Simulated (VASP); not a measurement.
# Sc (Fm-3m) in VASP: a series of runs, part 2 of 2

VASP 6.6.1. The steps go on from the part before.

## (3) Single point, PBE

The input, INCAR:

```
ALGO     = Normal         # electronic algorithm
EDIFF    = 1E-6           # SCF threshold, eV
ENCUT    = 520            # plane-wave cutoff, eV
GGA      = PE             # functional
ISIF     = 2              # what is computed and relaxed
ISMEAR   = 0              # smearing method
LASPH    = T              # aspherical terms in the spheres
LCHARG   = F              # write CHGCAR
LREAL    = F              # projectors in reciprocal space
LWAVE    = F              # write WAVECAR
NBANDS   = 12             # bands
NELM     = 60             # most SCF steps
PREC     = Accurate       # precision mode
SIGMA    = 0.05           # smearing width, eV
```

The input, KPOINTS:

```
k-points
0
Gamma
  12 12 12
```

The input, POSCAR:

```
Sc
1.0
    0.0000000000      2.2705000000      2.2705000000
    2.2705000000      0.0000000000      2.2705000000
    2.2705000000      2.2705000000      0.0000000000
Sc
1
Direct
    0.0000000000      0.0000000000      0.0000000000
```

Potentials or basis: VASP PAW PBE potentials, release 64 (Sc_sv).

Run with:

```sh
$ cat potpaw_PBE.64/Sc_sv/POTCAR > POTCAR
$ mpirun -np 1 vasp_std > vasp.out
```

OUTCAR:

```text
EDIFF = 1E-6
   ENCUT = 520
   GGA = PE
   ISIF = 2
   ISMEAR = 0
   LASPH = T
   LREAL = F
   NELM = 60
   PREC = Accurate

 ion  position               nearest neighbor table
   1  0.000  0.000  0.000-

  LATTYP: Found a face centered cubic cell.
 ALAT       =     4.5410000000

  Lattice vectors:

 A1 = (   0.0000000000,   2.2705000000,   2.2705000000)
 A2 = (   2.2705000000,   0.0000000000,   2.2705000000)
 A3 = (   2.2705000000,   2.2705000000,   0.0000000000)

Analysis of symmetry for initial positions (statically):
=====================================================================
 Subroutine PRICEL returns:
 Original cell was already a primitive cell.

 Routine SETGRP: Setting up the symmetry group for a
 face centered cubic supercell.

 Subroutine GETGRP returns: Found 48 space group operations
 (whereof 48 operations were pure point group operations)
 out of a pool of 48 trial point group operations.

The static configuration has the point symmetry O_h .

Analysis of symmetry for dynamics (positions and initial velocities):
=====================================================================
 Subroutine PRICEL returns:
 Original cell was already a primitive cell.

 Routine SETGRP: Setting up the symmetry group for a
 face centered cubic supercell.

 Subroutine GETGRP returns: Found 48 space group operations
 (whereof 48 operations were pure point group operations)
 out of a pool of 48 trial point group operations.

The dynamic configuration has the point symmetry O_h .

 Subroutine INISYM returns: Found 48 space group operations
 (whereof 48 operations are pure point group operations),
 and found     1 'primitive' translations

----------------------------------------------------------------------------------------

                                     Primitive cell

  volume of cell :      23.4096

  direct lattice vectors                    reciprocal lattice vectors
     0.000000000  2.270500000  2.270500000    -0.220215811  0.220215811  0.220215811
     2.270500000  0.000000000  2.270500000     0.220215811 -0.220215811  0.220215811
     2.270500000  2.270500000  0.000000000     0.220215811  0.220215811 -0.220215811

  length of vectors
     3.210971893  3.210971893  3.210971893     0.381424974  0.381424974  0.381424974

  position of ions in fractional coordinates (direct lattice)
     0.000000000  0.000000000  0.000000000

  ion indices of the primitive-cell ions
   primitive index   ion index
                 1           1

----------------------------------------------------------------------------------------

 KPOINTS: k-points

Automatic generation of k-mesh.
 Grid dimensions read from file:
 generate k-points for:   12   12   12

 Generating k-lattice:

  Cartesian coordinates                     Fractional coordinates (reciprocal lattice)
    -0.018351318  0.018351318  0.018351318     0.083333333  0.000000000  0.000000000
     0.018351318 -0.018351318  0.018351318     0.000000000  0.083333333  0.000000000
     0.018351318  0.018351318 -0.018351318     0.000000000  0.000000000  0.083333333

  Length of vectors
     0.031785415  0.031785415  0.031785415

  Shift w.r.t. Gamma in fractional coordinates (k-lattice)
     0.000000000  0.000000000  0.000000000

 Subroutine IBZKPT returns following result:
 ===========================================

 Found     72 irreducible k-points:

 Following reciprocal coordinates:
            Coordinates               Weight
  0.000000  0.000000  0.000000      1.000000
  0.083333  0.000000  0.000000      8.000000
  0.166667  0.000000  0.000000      8.000000
  0.250000  0.000000  0.000000      8.000000
  0.333333  0.000000  0.000000      8.000000
  0.416667  0.000000  0.000000      8.000000
[... 16 lines left out ...]
  0.500000  0.166667  0.000000     24.000000
 -0.416667  0.166667  0.000000     24.000000
 [... further k-points ...]
   k-points           NKPTS =     72   k-points in BZ     NKDIM =     72   number of bands    NBANDS=     12
   number of dos      NEDOS =    301   number of ions     NIONS =      1
   total plane-waves  NPLWV =  13824
   dimension x,y,z NGX =    24 NGY =   24 NGZ =   24
   dimension x,y,z NGXF=    48 NGYF=   48 NGZF=   48
   ions per type =               1
   NGX,Y,Z   is equivalent  to a cutoff of  12.43, 12.43, 12.43 a.u.
   NGXF,Y,Z  is equivalent  to a cutoff of  24.85, 24.85, 24.85 a.u.
 SYSTEM =  unknown system
   PREC   = accura    normal or accurate (medium, high low for compatibility)
   ISTART =      0    job   : 0-new  1-cont  2-samecut
   ICHARG =      2    charge: 1-file 2-atom 10-const
   ISPIN  =      1    spin polarized calculation?
   LNONCOLLINEAR =      F non collinear calculations
   LSORBIT =      F    spin-orbit coupling
   LASPH  =      T    aspherical Exc in radial PAW
   ENCUT  =  520.0 eV  38.22 Ry    6.18 a.u.   5.97  5.97  5.97*2*pi/ulx,y,z
   NELM   =     60;   NELMIN=  2; NELMDL= -5     # of ELM steps
   EDIFF  = 0.1E-05   stopping-criterion for ELM
   LREAL  =      F    real-space projection
   EDIFFG = 0.1E-04   stopping-criterion for IOM
   NSW    =      0    number of steps for IOM
   IBRION =     -1    ionic relax: 0-MD 1-quasi-New 2-CG
   NFREE  =      0    steps in history (QN), initial steepest desc. (CG)
   ISIF   =      2    stress and relaxation
   ISYM   =      2    0-nonsym 1-usesym 2-fastsym
   POTIM  = 0.5000    time-step for ionic-motion
   TEBEG  =    0.0;   TEEND  =   0.0 temperature during run
   PSTRESS=    0.0 pullay stress
   NELECT =      11.0000    total number of electrons
   NUPDOWN=      -1.0000    fix difference up-down
   EMIN   =  10.00;   EMAX   =-10.00  energy-range for DOS
   EFERMI =   0.00;   METHOD = LEGACY
   ISMEAR =     0;   SIGMA  =   0.05  broadening in eV -4-tet -1-fermi 0-gaus
   EFERMI_NEDOS =   21; number of points for ismear=-14 and -15
   IALGO  =     38    algorithm
   IMIX   =      4    mixing-type and parameters
     AMIX     =   0.40;   BMIX     =  1.00
     AMIX_MAG =   1.60;   BMIX_MAG =  1.00
  volume/ion in A,a.u.               =      23.41       157.98
  Fermi-wavevector in a.u.,A,eV,Ry     =   1.272744  2.405136 22.039751  1.619876
  Thomas-Fermi vector in A             =   2.405605
   LORBIT       =      0    0 simple, 1 ext, 2 COOP (PROOUT), +10 PAW based schemes
   GGA     = PE    functional components
   LHFCALC =     F    Hartree Fock is set to
   AEXX    =    0.0000 exact exchange contribution
   IVDW    =     0    specifies the selected vdW correction
   LEPSILON=     F    determine dielectric tensor
   LRPA    =     F    only Hartree local field effects (RPA)
 non-spin polarized calculation
 Gauss-broadening in eV      SIGMA  =   0.05
  energy-cutoff  :      520.00
  volume of cell :       23.41
 maximum number of plane-waves:       648
   NGX = 11   NGY = 11   NGZ = 11

 number of electron      10.9999998 magnetization

 Free energy of the ion-electron system (eV)
  ---------------------------------------------------
  ext. energy  EPLUGINS =         0.00000000
  ---------------------------------------------------
  free energy    TOTEN  =        -6.19156314 eV

  energy without entropy =       -6.18995688  energy(sigma->0) =       -6.19076001

 E-fermi :   4.0527     XC(G=0): -10.0838

 val. band max:        4.0298100921   @ k =  -0.4167   0.1667   0.0833
 cond. band min:       4.0772268383   @ k =   0.5000   0.3333   0.1667
 fundamental gap:      0.0474167463
 Fermi energy:         4.0526642083

 k-point     1 :       0.0000    0.0000    0.0000
  band No.  band energies     occupation
      1     -45.2567      2.00000
      2     -23.6413      2.00000
      3     -23.6413      2.00000
      4     -23.6413      2.00000
      5      -1.2364      2.00000
      6       5.6974      0.00000
      7       5.6974      0.00000
      8       5.6974      0.00000
      9       7.1712      0.00000
     10       7.1712      0.00000
     11      16.8366      0.00000
     12      20.4413      0.00000

 k-point     2 :       0.0833    0.0000    0.0000
  band No.  band energies     occupation
      1     -45.2518      2.00000
      2     -23.6738      2.00000
      3     -23.6454      2.00000
      4     -23.6454      2.00000
      5      -1.0523      2.00000
      6       5.5589      0.00000
      7       5.7655      0.00000
      8       5.7655      0.00000
      9       7.1232      0.00000
     10       7.1232      0.00000
     11      17.0090      0.00000
     12      19.1137      0.00000
[... 316 lines left out ...]
 k-point    24 :      -0.4167    0.1667    0.0000
  band No.  band energies     occupation
      1     -45.1756      2.00000
      2     -24.0663      2.00000
      3     -23.7873      2.00000
      4     -23.7192      2.00000
      5       2.7508      2.00000
      6       3.9878      1.93342
      7       5.1330      0.00000
      8       6.0077      0.00000
      9       7.9191      0.00000
     10       8.9052      0.00000
     11      11.2020      0.00000
     12      15.7204      0.00000

 [... further k-points ...]
[... 5 lines left out ...]
  --------------------------------------------------------------------------------------
  -------------------------------------------------------------------------------------
  Total        0.4373481      0.4373481      0.4373481      0.0000000      0.0000000      0.0000000
  in kB       29.9325242     29.9325242     29.9325242      0.0000000      0.0000000      0.0000000
  external PRESSURE =      29.9325242 kB  Pullay stress =       0.0000000 kB

 VOLUME and BASIS-vectors are now :
 -----------------------------------------------------------------------------
  energy-cutoff  :      520.00
  volume of cell :       23.41
      direct lattice vectors                 reciprocal lattice vectors
     0.000000000  2.270500000  2.270500000    -0.220215811  0.220215811  0.220215811
     2.270500000  0.000000000  2.270500000     0.220215811 -0.220215811  0.220215811
     2.270500000  2.270500000  0.000000000     0.220215811  0.220215811 -0.220215811

 POSITION                                       TOTAL-FORCE (eV/Angst)
 -----------------------------------------------------------------------------------
      0.00000      0.00000      0.00000         0.000000     -0.000000      0.000000
 -----------------------------------------------------------------------------------
    total drift:                                0.000000      0.000000     -0.000000

  FREE ENERGIE OF THE ION-ELECTRON SYSTEM (eV)
  ---------------------------------------------------
  free  energy   TOTEN  =        -6.1915631416 eV

  energy  without entropy=       -6.1899568817  energy(sigma->0) =       -6.19076001
```

It took 12 s on 1 thread of Intel Xeon Platinum 8259CL at 2.50GHz (Skylake/Cascade Lake), shared host; peak memory 0.14 GiB.

What came out:

```yaml
Free_energy: -6.1916 eV
Pressure: 3.0 GPa
```
